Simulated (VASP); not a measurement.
## TaN: single point with r2SCAN

The system is TaN.

```xyz
2
Lattice="0.0000 2.1965 2.1965 2.1965 0.0000 2.1965 2.1965 2.1965 0.0000" Properties=species:S:1:pos:R:3 pbc="T T T"
Ta    2.1965    2.1965    2.1965
N     0.0000    0.0000    0.0000
```

```
Program                : VASP 6.6.1
Task                   : single point
Functional             : r2SCAN
Potentials or basis    : VASP PAW PBE potentials, release 64 (Ta_sv_GW, N)
Cutoff                 : 660 eV
k mesh                 : 10 × 10 × 10
Occupations            : fermi-dirac, width 0.05 eV
Spin                   : no spin polarisation
Dipole correction      : no
Second run             : valence_matched
Further INCAR settings : ALGO = Normal; EDIFF = 1e-06; NBANDS = 16
```

* Pressure: 0.6 GPa
* Band gap on the k mesh: zero (band 9 reaches 15.86 eV, above the bottom of band 10 at 11.75 eV)

Levels at points of the mesh, in eV from the Fermi level:
```csv
k point,band 5,band 6,band 7,band 8,band 9,band 10,band 11,band 12,band 13,band 14
"(0.00, 0.00, 0.00)",-20.04,-4.17,-4.17,-4.17,-2.19,-2.19,-2.19,0.14,0.14,1.77
"(0.50, 0.00, 0.00)",-17.02,-10.87,-8.02,-8.02,1.92,1.92,2.05,4.01,7.85,7.85
"(0.50, 0.50, 0.00)",-18.81,-7.11,-5.65,-5.02,-5.02,2.23,3.55,3.55,4.74,7.43
```

Run time: 69 s on 1 thread of AMD EPYC 9R14 (Zen 4) (shared host), peak memory 0.16 GiB.

Caveat: the PAW data sets were made with another functional, which shifts forces and pressure a little; spin-orbit coupling is left out, which moves the levels of the heavy elements.
